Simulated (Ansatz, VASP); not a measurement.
SiC in VASP and in Ansatz

```xyz
8
Lattice="-3.0760 0.0000 0.0000 -1.5380 -2.6639 0.0000 0.0000 0.0000 14.5960" Properties=species:S:1:pos:R:3 pbc="T T T"
Si   -1.5380   -0.8880    6.6003
Si   -1.5380   -0.8880    1.5523
Si   -3.0760   -1.7759    9.1243
Si   -3.0760   -1.7759    4.0763
C    -1.5380   -0.8880    8.5437
C    -1.5380   -0.8880    3.4957
C    -3.0760   -1.7759    0.9717
C    -3.0760   -1.7759    6.0197
```

Alike in both runs: task single point; functional r2SCAN; k mesh 8 × 8 × 3; occupations gaussian, width 0.05 eV; no spin polarisation.

|  | VASP | Ansatz |
| --- | --- | --- |
| version | VASP 6.6.1 | Ansatz 0.2.0 |
| potentials or method | VASP PAW PBE potentials, release 64 (Si, C), cutoff 520 eV | scalar-relativistic, plane waves, PAW |
| valence electrons in the cell | 32 | 32 |

VASP gave:

```
gap on the k mesh at the Fermi level (eV)                     : none
pressure (GPa)                                                : 0.1
traceless stress, the component that is largest in VASP (GPa) : -1.20
rms of the force components (eV/Å)                            : 0.696
```

Task: Which values does Ansatz return?

Result: gap on the k mesh at the Fermi level (eV): none; pressure (GPa): 0.2; traceless stress, the component that is largest in VASP (GPa): -1.15; rms of the force components (eV/Å): 0.694.

VASP's potentials were made for PBE, not for r2SCAN. Atom by atom the forces differ by 0.006 eV/Å (rms over components). A gap of «none» marks a metal or a gap that the smearing closes. The functional is the same, so the differences come from potentials, cutoffs and numerics.
